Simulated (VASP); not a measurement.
A run of VASP 6.6.1 is set up as follows.

Contents of POSCAR:

```
SrCl2
1.0
    0.0000000000      3.7643400000      3.6249200000
    3.7643400000      0.0000000000      3.6249200000
    3.7643400000      3.7643400000      0.0000000000
Sr Cl
1 2
Direct
    0.0000000000      0.0000000000      0.0000000000
    0.2500000000      0.2500000000      0.2500000000
    0.7500000000      0.7500000000      0.7500000000
```

Contents of INCAR.step1:

```
ALGO     = Normal         # electronic algorithm
EDIFF    = 1E-4           # SCF threshold, eV
ENCUT    = 520            # plane-wave cutoff, eV
GGA      = PE             # functional
ISMEAR   = 0              # smearing method
LASPH    = True           # aspherical terms in the spheres
LCHARG   = False          # write CHGCAR
LREAL    = False          # projectors in reciprocal space
LWAVE    = True           # write WAVECAR
NBANDS   = 19             # bands
NELM     = 100            # most SCF steps
PREC     = Accurate       # precision mode
SIGMA    = 0.05           # smearing width, eV
```

The input INCAR.step2:

```
ALGO     = Normal         # electronic algorithm
EDIFF    = 1E-6           # SCF threshold, eV
ENCUT    = 520            # plane-wave cutoff, eV
ISIF     = 2              # what is computed and relaxed
ISMEAR   = 0              # smearing method
ISTART   = 1            
LASPH    = True           # aspherical terms in the spheres
LCHARG   = True           # write CHGCAR
LELF     = True           # ELF
LMIXTAU  = True         
LREAL    = False          # projectors in reciprocal space
LVHAR    = True         
LWAVE    = False          # write WAVECAR
METAGGA  = R2SCAN         # meta-GGA
NBANDS   = 19             # bands
NELM     = 100            # most SCF steps
PREC     = Accurate       # precision mode
SIGMA    = 0.05           # smearing width, eV
```

KPOINTS

```
k-points
0
Gamma
  6 6 6
```

Potentials or basis: VASP PAW PBE potentials, release 64 (Sr_sv, Cl).

Launch:

```bash
$ cat potpaw_PBE.64/Sr_sv/POTCAR potpaw_PBE.64/Cl/POTCAR > POTCAR
$ cp INCAR.step1 INCAR
$ mpirun -np 1 vasp_std > vasp.out
$ cp INCAR.step2 INCAR
$ mpirun -np 1 vasp_std > vasp.out
```

(1) What does it give for the band gap on the k mesh?

(2) What does it give for the pressure?

Answers

(1) 5.13 eV, indirect (least direct gap 5.37 eV).

(2) -4.5 GPa.

Caveat: the cell differs from its parent crystal (strain +0.080 along x and y, +0.040 along z); the PAW data sets were made with another functional, which shifts forces and pressure a little.
